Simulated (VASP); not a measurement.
SrCl2:

```
Sr Cl
1.0
     2.08574    1.20420    6.13505
    -2.08574    1.20420    6.13505
     0.00000   -2.40841    6.13505
Sr Cl
1 2
Direct
  0.00020 0.00020 0.00020
  0.42277 0.42277 0.42277
  0.24369 0.24369 0.24369
```

Base run:

- Program: VASP 6.6.1
- Functional: r2SCAN
- Potentials or basis: VASP PAW PBE potentials, release 64 (Sr_sv, Cl)
- Cutoff: 520 eV
- k mesh: 8 × 8 × 8
- Occupations: gaussian, width 0.01 eV
- Spin: no spin polarisation

Its results: band gap on the k mesh 4.88 eV; pressure 0.7 GPa; largest force 0.008 eV/Å.

Problem. The run is repeated on the same cell with these changes: functional from r2SCAN to PBE; occupations from gaussian, width 0.01 eV to fermi-dirac, width 0.02 eV. What comes out?

Solution. Band gap on the k mesh 4.35 eV; pressure 1.3 GPa; largest force 0.004 eV/Å.

Caveats: the PAW data sets were made with another functional, which shifts forces and pressure a little (at least some runs).

A k mesh can miss the band edges.
